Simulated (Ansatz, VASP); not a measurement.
## Two plane-wave programs on Ta

Contents of INCAR:

```
PREC = Accurate
ENCUT = 520
EDIFF = 1E-6
ISMEAR = 0
SIGMA = 0.15
LREAL = False
LASPH = True
NELM = 100
ALGO = Fast
ISIF = 2
LWAVE = False
LCHARG = False
GGA = PS
NBANDS = 12
```

KPOINTS

```
regular mesh
0
Gamma
  20 20 20
```

File POSCAR:

```
Ta
1.0
   -1.6760492000      1.6512800000      1.6512800000
    1.6760492000     -1.6512800000      1.6512800000
    1.6760492000      1.6512800000     -1.6512800000
Ta
1
Direct
    0.0000000000      0.0000000000      0.0000000000
```

Input for Ansatz:

```yaml
crystal:
  lattice:
    - [-1.6760492, 1.65128, 1.65128]
    - [1.6760492, -1.65128, 1.65128]
    - [1.6760492, 1.65128, -1.65128]
  atoms:
    - { symbol: Ta, position: [0.0, 0.0, 0.0] }
basis:
  ecutwfc: 420
kpoints:
  mp_grid: { grid: [20, 20, 20] }
hamiltonian:
  xc: pbesol
scf:
  occupations: { method: gaussian, width: 0.15 }
output:
  forces: true
  stress: true
  eigenvalues: true
```

Change from the starting cell: strain +0.0150 x Voigt [1, 0, 0, 0, 0, 0], atoms carried along.

Alike in both runs: task single point; functional PBEsol; k mesh 20 × 20 × 20; occupations gaussian, width 0.15 eV; no spin polarisation.

|  | VASP | Ansatz |
| --- | --- | --- |
| version | VASP 6.6.1 | Ansatz 0.2.0 |
| potentials or method | VASP PAW PBE potentials, release 64 (Ta_pv), cutoff 520 eV | scalar-relativistic, plane waves, PAW |
| valence electrons in the cell | 11 | 13 |

Ansatz gave:

| Property | Result |
| --- | --- |
| gap on the k mesh at the Fermi level (eV) | none |
| pressure (GPa) | -6.6 |
| traceless stress, the component that is largest in VASP (GPa) | -1.16 |

Which values does VASP return?

gap on the k mesh at the Fermi level (eV): none; pressure (GPa): -6.4; traceless stress, the component that is largest in VASP (GPa): -1.16.

VASP's potentials were made for PBE, not for PBEsol. A gap of «none» marks a metal or a gap that the smearing closes. VASP's potentials hold 11 valence electrons a cell and Ansatz's 13, so a difference there can come from the potentials and not from the codes.

Neither program's run includes spin-orbit coupling.
